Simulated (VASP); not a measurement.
The system is KCl.

```xyz
2
Lattice="3.7708 0.0000 0.0000 0.0000 3.7708 0.0000 0.0000 0.0000 3.7708" Properties=species:S:1:pos:R:3 pbc="T T T"
K     0.0000    0.0000    0.0000
Cl    1.8854    1.8854    1.8854
```

Base run:

| Property | Result |
| --- | --- |
| Program | VASP 6.6.1 |
| Functional | r2SCAN |
| Potentials or basis | VASP PAW PBE potentials, release 64 (K_sv, Cl) |
| Cutoff | 520 eV |
| k mesh | 4 × 4 × 4 |
| Occupations | gaussian, width 0.01 eV |
| Spin | no spin polarisation |

Its results: band gap on the k mesh 5.81 eV, indirect (least direct gap 6.02 eV); pressure 0.0 GPa.

**Question.** The run is repeated on the same cell with these changes: functional from r2SCAN to HSE06. What comes out?

**Answer.** Band gap on the k mesh 6.37 eV, indirect (least direct gap 6.60 eV); pressure 0.7 GPa.

HSE06 gives the wider gap, since exact exchange removes part of the self-interaction.

Caveats: the PAW data sets were made with another functional, which shifts forces and pressure a little.

A k mesh can miss the band edges.
